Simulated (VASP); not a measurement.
# ZnO (P6_3mc) in VASP: a series of runs

The runs below take ZnO through single point, with PBE0.

All numbers are computed with VASP 6.6.1; they aren't measurements. Logs are shortened: lines on timing, memory, paths and dates and some standing lists are left out, and cuts for length are marked.

## 1. The cell of the first run

It takes space group P6_3mc (No. 186, hexagonal). The conventional cell has a = 3.249 Å, b = 3.249 Å, c = 5.218 Å, α = 90.00°, β = 90.00°, γ = 120.00°. Within 2.6 Å of Zn (site symmetry 3m) lie 4 O at 1.98 to 1.99 Å. Within 2.6 Å of O (site symmetry 3m) lie 4 Zn at 1.98 to 1.99 Å.

## 2. Single point, PBE0

File POSCAR:

```
ZnO
1.0
    3.2485645958      0.0000000000      0.0000000000
   -1.6242822979      2.8133394658      0.0000000000
    0.0000000000      0.0000000000      5.2179961883
Zn O
2 2
Direct
    0.6666666667      0.3333333333     -0.0007819414
    0.3333333333      0.6666666667      0.4992180586
    0.3333333333      0.6666666667      0.8797919414
    0.6666666667      0.3333333333      0.3797919414
```

File INCAR.step1:

```
SYSTEM = ZnO
PREC = Accurate
ENCUT = 520
EDIFF = 1E-5
ISMEAR = -1
SIGMA = 0.05
LREAL = .FALSE.
LASPH = .TRUE.
NELM = 100
ALGO = Normal
ISIF = 2
LWAVE = .TRUE.
LCHARG = .FALSE.
GGA = PE
NBANDS = 26
```

File INCAR.step2:

```
SYSTEM = ZnO
PREC = Accurate
ENCUT = 520
EDIFF = 1E-7
ISMEAR = -1
SIGMA = 0.05
LREAL = .FALSE.
LASPH = .TRUE.
NELM = 100
ALGO = Normal
ISIF = 2
LWAVE = .FALSE.
LCHARG = .FALSE.
GGA = PE
LHFCALC = .TRUE.
AEXX = 0.25
PRECFOCK = Normal
HFRCUT = -1
ISTART = 1
NBANDS = 26
```

File KPOINTS:

```
regular mesh
0
G
  5 5 3
  0 0 0
```

Potentials or basis: VASP PAW PBE potentials, release 64 (Zn, O).

The run is started by

```sh
cat potpaw_PBE.64/Zn/POTCAR potpaw_PBE.64/O/POTCAR > POTCAR
cp INCAR.step1 INCAR
mpirun -np 1 vasp_std > vasp.out
cp INCAR.step2 INCAR
mpirun -np 1 vasp_std > vasp.out
```

OUTCAR:

```text
SYSTEM = ZnO
   PREC = Accurate
   ENCUT = 520
   EDIFF = 1E-7
   ISMEAR = -1
   LREAL = .FALSE.
   LASPH = .TRUE.
   NELM = 100
   ISIF = 2
   GGA = PE
   LHFCALC = .TRUE.
   AEXX = 0.25
   PRECFOCK = Normal
   ISTART = 1

 ion  position               nearest neighbor table
   1  0.667  0.333  0.999-   3 1.98   3 1.98   3 1.98   4 1.99
   2  0.333  0.667  0.499-   4 1.98   4 1.98   4 1.98   3 1.99
   3  0.333  0.667  0.880-   1 1.98   1 1.98   1 1.98   2 1.99
   4  0.667  0.333  0.380-   2 1.98   2 1.98   2 1.98   1 1.99

  LATTYP: Found a hexagonal cell.
 ALAT       =     3.2485645958
 C/A-ratio  =     1.6062467082

  Lattice vectors:

 A1 = (   3.2485645958,   0.0000000000,   0.0000000000)
 A2 = (  -1.6242822979,   2.8133394658,   0.0000000000)
 A3 = (   0.0000000000,   0.0000000000,   5.2179961883)

Analysis of symmetry for initial positions (statically):
=====================================================================
 Subroutine PRICEL returns:
 Original cell was already a primitive cell.

 Routine SETGRP: Setting up the symmetry group for a
 hexagonal supercell.

 Subroutine GETGRP returns: Found 12 space group operations
 (whereof  6 operations were pure point group operations)
 out of a pool of 24 trial point group operations.

The static configuration has the point symmetry C_3v.
 The point group associated with its full space group is C_6v.

Analysis of symmetry for dynamics (positions and initial velocities):
=====================================================================
 Subroutine PRICEL returns:
 Original cell was already a primitive cell.

 Routine SETGRP: Setting up the symmetry group for a
 hexagonal supercell.

 Subroutine GETGRP returns: Found 12 space group operations
 (whereof  6 operations were pure point group operations)
 out of a pool of 24 trial point group operations.

The dynamic configuration has the point symmetry C_3v.
 The point group associated with its full space group is C_6v.

 Subroutine INISYM returns: Found 12 space group operations
 (whereof  6 operations are pure point group operations),
 and found     1 'primitive' translations

----------------------------------------------------------------------------------------

                                     Primitive cell

  volume of cell :      47.6889

  direct lattice vectors                    reciprocal lattice vectors
     3.248564596  0.000000000  0.000000000     0.307828264  0.177724731  0.000000000
    -1.624282298  2.813339466  0.000000000     0.000000000  0.355449462  0.000000000
     0.000000000  0.000000000  5.217996188     0.000000000  0.000000000  0.191644448

  length of vectors
     3.248564596  3.248564596  5.217996188     0.355449462  0.355449462  0.191644448

  position of ions in fractional coordinates (direct lattice)
     0.666666667  0.333333333  0.999218059
     0.333333333  0.666666667  0.499218059
     0.333333333  0.666666667  0.879791941
     0.666666667  0.333333333  0.379791941

  ion indices of the primitive-cell ions
   primitive index   ion index
                 1           1
                 2           2
                 3           3
                 4           4

----------------------------------------------------------------------------------------

 KPOINTS: regular mesh

Automatic generation of k-mesh.
 Grid dimensions read from file:
 generate k-points for:    5    5    3

 Generating k-lattice:

  Cartesian coordinates                     Fractional coordinates (reciprocal lattice)
     0.061565653  0.035544946  0.000000000     0.200000000  0.000000000  0.000000000
     0.000000000  0.071089892  0.000000000     0.000000000  0.200000000  0.000000000
     0.000000000  0.000000000  0.063881483     0.000000000  0.000000000  0.333333333

  Length of vectors
     0.071089892  0.071089892  0.063881483

  Shift w.r.t. Gamma in fractional coordinates (k-lattice)
     0.000000000  0.000000000  0.000000000

 Subroutine IBZKPT returns following result:
 ===========================================

 Found     10 irreducible k-points:

 Following reciprocal coordinates:
            Coordinates               Weight
  0.000000  0.000000  0.000000      1.000000
  0.200000  0.000000  0.000000      6.000000
  0.400000  0.000000  0.000000      6.000000
  0.200000  0.200000  0.000000      6.000000
  0.400000  0.200000  0.000000      6.000000
  0.000000  0.000000  0.333333      2.000000
  0.200000  0.000000  0.333333     12.000000
  0.400000  0.000000  0.333333     12.000000
  0.200000  0.200000  0.333333     12.000000
  0.400000  0.200000  0.333333     12.000000
   k-points           NKPTS =     10   k-points in BZ     NKDIM =     75   number of bands    NBANDS=     26
   number of dos      NEDOS =    301   number of ions     NIONS =      4
   total plane-waves  NPLWV =  23040
   dimension x,y,z NGX =    24 NGY =   24 NGZ =   40
   dimension x,y,z NGXF=    48 NGYF=   48 NGZF=   80
   ions per type =               2   2
   NGX,Y,Z   is equivalent  to a cutoff of  12.28, 12.28, 12.74 a.u.
   NGXF,Y,Z  is equivalent  to a cutoff of  24.56, 24.56, 25.49 a.u.
 SYSTEM =  ZnO
   PREC   = accura    normal or accurate (medium, high low for compatibility)
   ISTART =      1    job   : 0-new  1-cont  2-samecut
   ICHARG =      0    charge: 1-file 2-atom 10-const
   ISPIN  =      1    spin polarized calculation?
   LNONCOLLINEAR =      F non collinear calculations
   LSORBIT =      F    spin-orbit coupling
   LASPH  =      T    aspherical Exc in radial PAW
   ENCUT  =  520.0 eV  38.22 Ry    6.18 a.u.   6.04  6.04  9.70*2*pi/ulx,y,z
   NELM   =    100;   NELMIN=  2; NELMDL=  0     # of ELM steps
   EDIFF  = 0.1E-06   stopping-criterion for ELM
   LREAL  =      F    real-space projection
   EDIFFG = 0.1E-05   stopping-criterion for IOM
   NSW    =      0    number of steps for IOM
   IBRION =     -1    ionic relax: 0-MD 1-quasi-New 2-CG
   NFREE  =      0    steps in history (QN), initial steepest desc. (CG)
   ISIF   =      2    stress and relaxation
   ISYM   =      3    0-nonsym 1-usesym 2-fastsym
   POTIM  = 0.5000    time-step for ionic-motion
   TEBEG  =    0.0;   TEEND  =   0.0 temperature during run
   PSTRESS=    0.0 pullay stress
   NELECT =      36.0000    total number of electrons
   NUPDOWN=      -1.0000    fix difference up-down
   EMIN   =  10.00;   EMAX   =-10.00  energy-range for DOS
   EFERMI =   0.00;   METHOD = LEGACY
   ISMEAR =    -1;   SIGMA  =   0.05  broadening in eV -4-tet -1-fermi 0-gaus
   EFERMI_NEDOS =   21; number of points for ismear=-14 and -15
   IALGO  =     38    algorithm
   IMIX   =      1    mixing-type and parameters
     AMIX     =   0.40;   BMIX     =  1.00
     AMIX_MAG =   1.60;   BMIX_MAG =  1.00
  volume/ion in A,a.u.               =      11.92        80.46
  Fermi-wavevector in a.u.,A,eV,Ry     =   1.490630  2.816882 30.231844  2.221978
  Thomas-Fermi vector in A             =   2.603388
   LORBIT       =      0    0 simple, 1 ext, 2 COOP (PROOUT), +10 PAW based schemes
   GGA     = PE    functional components
   LHFCALC =     T    Hartree Fock is set to
   PRECFOCK=normal    Normal, Fast or Accurate (Low or Medium for compatibility)
   ENCUT4O =  -1.0   cutoff for four orbital integrals eV
   NKREDX  =     1    reduce k-point grid by
   NKREDY  =     1    reduce k-point grid by
   NKREDZ  =     1    reduce k-point grid by
   AEXX    =    0.2500 exact exchange contribution
   HFSCREEN=    0.0000 screening length (either q_TF or 0.3 A-1)
   HFSCREENC=   0.0000 screening length for correlation (either q_TF or 0.3 A-1)
   ENCUTFOCK=  -1.0 apply spherical cutoff to Coloumb kernel
   IVDW    =     0    specifies the selected vdW correction
   LEPSILON=     F    determine dielectric tensor
   LRPA    =     F    only Hartree local field effects (RPA)
 non-spin polarized calculation
  energy-cutoff  :      520.00
  volume of cell :       47.69
 maximum number of plane-waves:      1291
  NGX = 20; NGY = 20; NGZ = 30

 number of electron      36.0000022 magnetization

 Free energy of the ion-electron system (eV)
  ---------------------------------------------------
  ext. energy  EPLUGINS =         0.00000000
  ---------------------------------------------------
  free energy    TOTEN  =       -23.85806391 eV

  energy without entropy =      -23.85806391  energy(sigma->0) =      -23.85806391

 E-fermi :   0.6542     XC(G=0):  -8.5264

 val. band max:       -0.4663136429   @ k =   0.0000   0.0000   0.0000
 cond. band min:       2.7130918659   @ k =   0.0000   0.0000   0.0000
 fundamental gap:      3.1794055088
 Fermi energy:         0.6541537329

 k-point     1 :       0.0000    0.0000    0.0000
  band No.  band energies     occupation
      1     -19.9693      2.00000
      2     -19.2194      2.00000
      3      -7.1255      2.00000
      4      -7.1255      2.00000
      5      -7.0746      2.00000
      6      -6.9348      2.00000
[... 18 lines left out ...]
     25      16.6927      0.00000
     26      16.6927      0.00000

 k-point     2 :       0.2000    0.0000    0.0000
  band No.  band energies     occupation
      1     -19.7563      2.00000
      2     -19.1316      2.00000
      3      -7.2189      2.00000
      4      -7.0121      2.00000
      5      -6.9873      2.00000
      6      -6.8670      2.00000
[... 18 lines left out ...]
     25      16.1028      0.00000
     26      16.8815      0.00000

 k-point     3 :       0.4000    0.0000    0.0000
  band No.  band energies     occupation
      1     -19.3519      2.00000
      2     -19.0311      2.00000
      3      -7.2253      2.00000
      4      -6.8820      2.00000
      5      -6.8820      2.00000
      6      -6.4911      2.00000
[... 166 lines left out ...]
 k-point     9 :       0.2000    0.2000    0.3333
  band No.  band energies     occupation
      1     -19.3380      2.00000
      2     -19.1368      2.00000
      3      -7.1655      2.00000
      4      -7.1129      2.00000
      5      -6.8379      2.00000
      6      -6.7571      2.00000
[... 18 lines left out ...]
     25      15.0083      0.00000
     26      17.2225      0.00000

 k-point    10 :       0.4000    0.2000    0.3333
  band No.  band energies     occupation
      1     -19.1414      2.00000
      2     -19.0691      2.00000
      3      -7.1099      2.00000
      4      -6.9369      2.00000
      5      -6.8359      2.00000
      6      -6.5497      2.00000
[... 18 lines left out ...]
     25      16.1198      0.00000
     26      17.1251      0.00000

------------------------ aborting loop because EDIFF is reached ----------------------------------------

  FORCE on cell =-STRESS in cart. coord.  units (eV):
  Direction    XX          YY          ZZ          XY          YZ          ZX
  --------------------------------------------------------------------------------------
  -------------------------------------------------------------------------------------
  Total        0.3646846      0.3646846      0.3722229      0.0000000      0.0000000      0.0000000
  in kB       12.2521023     12.2521023     12.5053622      0.0000000      0.0000000      0.0000000
  external PRESSURE =      12.3365223 kB  Pullay stress =       0.0000000 kB

 VOLUME and BASIS-vectors are now :
 -----------------------------------------------------------------------------
  energy-cutoff  :      520.00
  volume of cell :       47.69
      direct lattice vectors                 reciprocal lattice vectors
     3.248564596  0.000000000  0.000000000     0.307828264  0.177724731  0.000000000
    -1.624282298  2.813339466  0.000000000     0.000000000  0.355449462  0.000000000
     0.000000000  0.000000000  5.217996188     0.000000000  0.000000000  0.191644448

 POSITION                                       TOTAL-FORCE (eV/Angst)
 -----------------------------------------------------------------------------------
      1.62428      0.93778      5.21392        -0.000000      0.000000      0.000331
     -0.00000      1.87556      2.60492         0.000000      0.000000      0.000331
     -0.00000      1.87556      4.59075        -0.000000      0.000000     -0.000331
      1.62428      0.93778      1.98175         0.000000      0.000000     -0.000331
 -----------------------------------------------------------------------------------
    total drift:                                0.000000      0.000000     -0.001829

  FREE ENERGIE OF THE ION-ELECTRON SYSTEM (eV)
  ---------------------------------------------------
  free  energy   TOTEN  =       -23.8580639147 eV

  energy  without entropy=      -23.8580639147  energy(sigma->0) =      -23.85806391
```

Wall time 38 min (1 thread of Intel Xeon Platinum 8488C (Sapphire Rapids), shared host); peak memory 0.18 GiB.

What came out:

```
Free energy            : -23.8581 eV
Pressure               : 1.2 GPa
Band gap on the k mesh : 3.18 eV
```

Levels at points of the mesh, in eV from the valence-band top:
| k point | band 16 | band 17 | band 18 | band 19 | band 20 | band 21 |
| --- | --- | --- | --- | --- | --- | --- |
| (0.00, 0.00, 0.00) | -0.07 | 0.00 | 0.00 | 3.18 | 7.93 | 11.06 |

Caveat: the k points lie up to 0.45 Å⁻¹ apart; the PAW data sets were made with another functional, which shifts forces and pressure a little.

(Continued in part 2 of 2.)
